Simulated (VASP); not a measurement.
# BPt (P6_3/mmc) in VASP: electric field gradients with PBE

Aim: the electric field gradients of BPt with PBE.

Everything below comes from runs of VASP 6.6.1. Logs are shortened: lines on timing, memory, paths and dates and some standing lists are left out, and cuts for length are marked.

### 1 The cell of the first run

It takes space group P6_3/mmc (No. 194, hexagonal). The conventional cell has a = 3.229 Å, b = 3.229 Å, c = 5.261 Å, α = 90.00°, β = 90.00°, γ = 120.00°. B (site symmetry -6m2) has 6 Pt at 2.28 Å within 3.0 Å. Within 3.0 Å of Pt (site symmetry -3m) lie 6 B at 2.28 Å and 2 Pt at 2.63 Å.

### 2 Electric field gradients, PBE

File INCAR:

```
SYSTEM = BPt
PREC     = Accurate       ! precision mode
ENCUT    = 430            ! plane-wave cutoff, eV
EDIFF    = 1E-8           ! SCF threshold, eV
ISMEAR   = -1             ! smearing method
SIGMA    = 0.05           ! smearing width, eV
LREAL    = .FALSE.        ! projectors in reciprocal space
LASPH    = .TRUE.         ! aspherical terms in the spheres
NELM     = 120            ! most SCF steps
ALGO     = Normal         ! electronic algorithm
ISIF     = 2              ! what is computed and relaxed
LWAVE    = .FALSE.        ! write WAVECAR
LCHARG   = .FALSE.        ! write CHGCAR
GGA      = PE             ! functional
LEFG     = .TRUE.       
NBANDS   = 29             ! bands
GGA_COMPAT= .FALSE.
```

File KPOINTS:

```
regular mesh
0
G
  12 12 6
  0 0 0
```

File POSCAR:

```
BPt
1.0
    3.2294277022      0.0000000000      0.0000000000
   -1.6147138511      2.7967664298      0.0000000000
    0.0000000000      0.0000000000      5.2612730000
B Pt
2 2
Direct
    0.6666666667      0.3333333333      0.7500000000
    0.3333333333      0.6666666667      0.2500000000
    0.0000000000      0.0000000000      0.0000000000
    0.0000000000      0.0000000000      0.5000000000
```

Potentials or basis: VASP PAW PBE potentials, release 64 (B, Pt_sv_GW).

Run with:

```bash
$ cat potpaw_PBE.64/B/POTCAR potpaw_PBE.64/Pt_sv_GW/POTCAR > POTCAR
$ mpirun -np 1 vasp_std > vasp.out
```

OUTCAR:

```text
SYSTEM = BPt
   PREC = Accurate
   ENCUT = 430
   EDIFF = 1E-8
   ISMEAR = -1
   LREAL = .FALSE.
   LASPH = .TRUE.
   NELM = 120
   ISIF = 2
   GGA = PE

 ion  position               nearest neighbor table
   1  0.667  0.333  0.750-   3 2.28   4 2.28   3 2.28   4 2.28   3 2.28   4 2.28
   2  0.333  0.667  0.250-   3 2.28   4 2.28   3 2.28   4 2.28   3 2.28   4 2.28
   3  0.000  0.000  0.000-   1 2.28   2 2.28   1 2.28   2 2.28   1 2.28   2 2.28   4 2.63   4 2.63

   4  0.000  0.000  0.500-   1 2.28   2 2.28   1 2.28   2 2.28   1 2.28   2 2.28   3 2.63   3 2.63

  LATTYP: Found a hexagonal cell.
 ALAT       =     3.2294277022
 C/A-ratio  =     1.6291657486

  Lattice vectors:

 A1 = (   3.2294277022,   0.0000000000,   0.0000000000)
 A2 = (  -1.6147138511,   2.7967664298,   0.0000000000)
 A3 = (   0.0000000000,   0.0000000000,   5.2612730000)

Analysis of symmetry for initial positions (statically):
=====================================================================
 Subroutine PRICEL returns:
 Original cell was already a primitive cell.

 Routine SETGRP: Setting up the symmetry group for a
 hexagonal supercell.

 Subroutine GETGRP returns: Found 24 space group operations
 (whereof 12 operations were pure point group operations)
 out of a pool of 24 trial point group operations.

The static configuration has the point symmetry D_3d.
 The point group associated with its full space group is D_6h.

Analysis of symmetry for dynamics (positions and initial velocities):
=====================================================================
 Subroutine PRICEL returns:
 Original cell was already a primitive cell.

 Routine SETGRP: Setting up the symmetry group for a
 hexagonal supercell.

 Subroutine GETGRP returns: Found 24 space group operations
 (whereof 12 operations were pure point group operations)
 out of a pool of 24 trial point group operations.

The dynamic configuration has the point symmetry D_3d.
 The point group associated with its full space group is D_6h.

 Subroutine INISYM returns: Found 24 space group operations
 (whereof 12 operations are pure point group operations),
 and found     1 'primitive' translations

----------------------------------------------------------------------------------------

                                     Primitive cell

  volume of cell :      47.5196

  direct lattice vectors                    reciprocal lattice vectors
     3.229427702  0.000000000  0.000000000     0.309652388  0.178777890  0.000000000
    -1.614713851  2.796766430  0.000000000     0.000000000  0.357555779  0.000000000
     0.000000000  0.000000000  5.261273000     0.000000000  0.000000000  0.190068069

  length of vectors
     3.229427702  3.229427702  5.261273000     0.357555779  0.357555779  0.190068069

  position of ions in fractional coordinates (direct lattice)
     0.666666667  0.333333333  0.750000000
     0.333333333  0.666666667  0.250000000
     0.000000000  0.000000000  0.000000000
     0.000000000  0.000000000  0.500000000

  ion indices of the primitive-cell ions
   primitive index   ion index
                 1           1
                 2           2
                 3           3
                 4           4

----------------------------------------------------------------------------------------

 KPOINTS: regular mesh

Automatic generation of k-mesh.
 Grid dimensions read from file:
 generate k-points for:   12   12    6

 Generating k-lattice:

  Cartesian coordinates                     Fractional coordinates (reciprocal lattice)
     0.025804366  0.014898157  0.000000000     0.083333333  0.000000000  0.000000000
     0.000000000  0.029796315  0.000000000     0.000000000  0.083333333  0.000000000
     0.000000000  0.000000000  0.031678012     0.000000000  0.000000000  0.166666667

  Length of vectors
     0.029796315  0.029796315  0.031678012

  Shift w.r.t. Gamma in fractional coordinates (k-lattice)
     0.000000000  0.000000000  0.000000000

 Subroutine IBZKPT returns following result:
 ===========================================

 Found     76 irreducible k-points:

 Following reciprocal coordinates:
            Coordinates               Weight
  0.000000  0.000000  0.000000      1.000000
  0.083333 -0.000000  0.000000      6.000000
  0.166667  0.000000  0.000000      6.000000
  0.250000 -0.000000  0.000000      6.000000
  0.333333 -0.000000  0.000000      6.000000
  0.416667  0.000000  0.000000      6.000000
[... 16 lines left out ...]
  0.250000 -0.000000  0.166667     12.000000
  0.333333 -0.000000  0.166667     12.000000
 [... further k-points ...]
   k-points           NKPTS =     76   k-points in BZ     NKDIM =     76   number of bands    NBANDS=     29
   number of dos      NEDOS =    301   number of ions     NIONS =      4
   total plane-waves  NPLWV =  20736
   dimension x,y,z NGX =    24 NGY =   24 NGZ =   36
   dimension x,y,z NGXF=    48 NGYF=   48 NGZF=   72
   ions per type =               2   2
   NGX,Y,Z   is equivalent  to a cutoff of  12.35, 12.35, 11.38 a.u.
   NGXF,Y,Z  is equivalent  to a cutoff of  24.71, 24.71, 22.75 a.u.
 SYSTEM =  BPt
   PREC   = accura    normal or accurate (medium, high low for compatibility)
   ISTART =      0    job   : 0-new  1-cont  2-samecut
   ICHARG =      2    charge: 1-file 2-atom 10-const
   ISPIN  =      1    spin polarized calculation?
   LNONCOLLINEAR =      F non collinear calculations
   LSORBIT =      F    spin-orbit coupling
   LASPH  =      T    aspherical Exc in radial PAW
   ENCUT  =  430.0 eV  31.60 Ry    5.62 a.u.   5.46  5.46  8.90*2*pi/ulx,y,z
   NELM   =    120;   NELMIN=  2; NELMDL= -5     # of ELM steps
   EDIFF  = 0.1E-07   stopping-criterion for ELM
   LREAL  =      F    real-space projection
   EDIFFG = 0.1E-06   stopping-criterion for IOM
   NSW    =      0    number of steps for IOM
   IBRION =     -1    ionic relax: 0-MD 1-quasi-New 2-CG
   NFREE  =      0    steps in history (QN), initial steepest desc. (CG)
   ISIF   =      2    stress and relaxation
   ISYM   =      2    0-nonsym 1-usesym 2-fastsym
   POTIM  = 0.5000    time-step for ionic-motion
   TEBEG  =    0.0;   TEEND  =   0.0 temperature during run
   PSTRESS=    0.0 pullay stress
   NELECT =      42.0000    total number of electrons
   NUPDOWN=      -1.0000    fix difference up-down
   EMIN   =  10.00;   EMAX   =-10.00  energy-range for DOS
   EFERMI =   0.00;   METHOD = LEGACY
   ISMEAR =    -1;   SIGMA  =   0.05  broadening in eV -4-tet -1-fermi 0-gaus
   EFERMI_NEDOS =   21; number of points for ismear=-14 and -15
   IALGO  =     38    algorithm
   IMIX   =      4    mixing-type and parameters
     AMIX     =   0.40;   BMIX     =  1.00
     AMIX_MAG =   1.60;   BMIX_MAG =  1.00
  volume/ion in A,a.u.               =      11.88        80.17
  Fermi-wavevector in a.u.,A,eV,Ry     =   1.571088  2.968925 33.583480  2.468316
  Thomas-Fermi vector in A             =   2.672724
   LORBIT       =      0    0 simple, 1 ext, 2 COOP (PROOUT), +10 PAW based schemes
   GGA     = PE    functional components
   LHFCALC =     F    Hartree Fock is set to
   AEXX    =    0.0000 exact exchange contribution
   IVDW    =     0    specifies the selected vdW correction
   LEPSILON=     F    determine dielectric tensor
   LRPA    =     F    only Hartree local field effects (RPA)
 non-spin polarized calculation
  energy-cutoff  :      430.00
  volume of cell :       47.52
 maximum number of plane-waves:       990
 NGX is ok and might be reduce to    24
   NGX = 11   NGY = 11   NGZ = 17

 number of electron      41.9999999 magnetization

 Free energy of the ion-electron system (eV)
  ---------------------------------------------------
  ext. energy  EPLUGINS =         0.00000000
  ---------------------------------------------------
  free energy    TOTEN  =       -25.29698458 eV

  energy without entropy =      -25.28695325  energy(sigma->0) =      -25.29196891

 E-fermi :   9.2764     XC(G=0): -12.9687

 val. band max:        9.2606793572   @ k =   0.4167   0.0000   0.0000
 cond. band min:       9.2777224874   @ k =   0.3333   0.1667   0.1667
 fundamental gap:      0.0170431302
 Fermi energy:         9.2763758075

 k-point     1 :       0.0000    0.0000    0.0000
  band No.  band energies     occupation
      1     -90.2944      2.00000
      2     -90.2699      2.00000
      3     -44.9457      2.00000
      4     -44.5025      2.00000
      5     -44.3989      2.00000
      6     -44.3989      2.00000
[... 757 lines left out ...]
     28      18.7680      0.00000
     29      20.8360      0.00000

 [... further k-points ...]
[... 5 lines left out ...]
  --------------------------------------------------------------------------------------
  -------------------------------------------------------------------------------------
  Total       -0.8292308     -0.8292308     -0.8977171      0.0000000      0.0000000      0.0000000
  in kB      -27.9584707    -27.9584707    -30.2675630      0.0000000      0.0000000      0.0000000
  external PRESSURE =     -28.7281681 kB  Pullay stress =       0.0000000 kB

 VOLUME and BASIS-vectors are now :
 -----------------------------------------------------------------------------
  energy-cutoff  :      430.00
  volume of cell :       47.52
      direct lattice vectors                 reciprocal lattice vectors
     3.229427702  0.000000000  0.000000000     0.309652388  0.178777890  0.000000000
    -1.614713851  2.796766430  0.000000000     0.000000000  0.357555779  0.000000000
     0.000000000  0.000000000  5.261273000     0.000000000  0.000000000  0.190068069

 POSITION                                       TOTAL-FORCE (eV/Angst)
 -----------------------------------------------------------------------------------
      1.61471      0.93226      3.94595        -0.000000      0.000000      0.000000
     -0.00000      1.86451      1.31532         0.000000     -0.000000      0.000000
      0.00000      0.00000      0.00000        -0.000000     -0.000000      0.000000
      0.00000      0.00000      2.63064         0.000000     -0.000000      0.000000
 -----------------------------------------------------------------------------------
    total drift:                               -0.000000      0.000000      0.000000

  FREE ENERGIE OF THE ION-ELECTRON SYSTEM (eV)
  ---------------------------------------------------
  free  energy   TOTEN  =       -25.2969845764 eV

  energy  without entropy=      -25.2869532467  energy(sigma->0) =      -25.29196891

 Electric field gradients (V/A^2)
---------------------------------------------------------------------
 ion       V_xx      V_yy      V_zz      V_xy      V_xz      V_yz
---------------------------------------------------------------------
   1      -0.879    -0.879     1.758    -0.000     0.000    -0.000
   2      -0.879    -0.879     1.758    -0.000    -0.000     0.000
   3     150.690   150.689  -301.379    -0.000     0.000    -0.000
   4     150.690   150.689  -301.379    -0.000    -0.000     0.000
---------------------------------------------------------------------

 Electric field gradients after diagonalization (V/A^2)
 (convention: |V_zz| > |V_xx| > |V_yy|)
----------------------------------------------------------------------
 ion       V_xx      V_yy      V_zz     asymmetry (V_yy - V_xx)/ V_zz
----------------------------------------------------------------------
   1      -0.879    -0.879     1.758       0.000
   2      -0.879    -0.879     1.758       0.000
   3     150.690   150.689  -301.379       0.000
   4     150.690   150.689  -301.379       0.000
----------------------------------------------------------------------

           NMR quadrupolar parameters

 Cq : quadrupolar parameter    Cq=e*Q*V_zz/h
 eta: asymmetry parameters     (V_yy - V_xx)/ V_zz
 Q  : nuclear electric quadrupole moment in mb (millibarn)
----------------------------------------------------------------------
 ion       Cq(MHz)       eta       Q (mb)
----------------------------------------------------------------------
   1       0.004       0.000       1.000
   2       0.004       0.000       1.000
   3      -0.729       0.000       1.000
   4      -0.729       0.000       1.000
----------------------------------------------------------------------
```

Wall time 37 s (1 thread of Intel Xeon 6975P-C (Granite Rapids), shared host); peak memory 0.2 GiB.

Results:

* Free energy: -25.2970 eV
* Pressure: -2.9 GPa
* Band gap on the k mesh: zero (bands 21 and 22 overlap by 3.04 eV)
* Largest electric field gradient by atom: B +1.8; Pt -301.4 V/Å²

Electric field gradients, principal values (V/Å²):
| atom | least | middle | greatest (by size) |
| --- | --- | --- | --- |
| 1 B | -0.879 | -0.879 | 1.758 |
| 2 B | -0.879 | -0.879 | 1.758 |
| 3 Pt | 150.689 | 150.690 | -301.379 |
| 4 Pt | 150.689 | 150.690 | -301.379 |

Caveat: without QUAD_EFG the Cq values of the log hold for a quadrupole moment of 1 mb, not for the nuclei; spin-orbit coupling is left out, which moves the levels of the heavy elements.
